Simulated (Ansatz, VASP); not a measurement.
## One calculation of SrLiH3, two programs

```
Li Sr H
1.0
     4.63079    0.00000    0.00000
     0.00000    4.63079    0.00000
     0.00000    0.00000    4.74656
Li Sr H
1 1 3
Direct
  0.00000 0.00000 0.00000
  0.50000 0.50000 0.50000
  0.00000 0.50000 0.50000
  0.50000 0.00000 0.50000
  0.50000 0.50000 0.00000
```

Change from the starting cell: strain +0.000 along x and y, +0.025 along z, atoms carried along.

Alike in both runs: task single point; functional PBE; k mesh 6 × 6 × 6; occupations gaussian, width 0.05 eV; no spin polarisation.

```csv
,VASP,Ansatz
version,VASP 6.6.1,Ansatz 0.2.0
potentials or method,"VASP PAW PBE potentials, release 64 (Li_sv, Sr_sv, H), cutoff 520 eV","scalar-relativistic, plane waves, PAW"
valence electrons in the cell,16,16
```

```csv
,VASP,Ansatz,Ansatz less VASP
gap on the k mesh at the Fermi level (eV),1.81,1.81,+0.003
least direct gap on the mesh (eV),2.22,2.22,0.000
```

Noted on VASP's run: the cutoff is short for stress, so the pressure is rough.
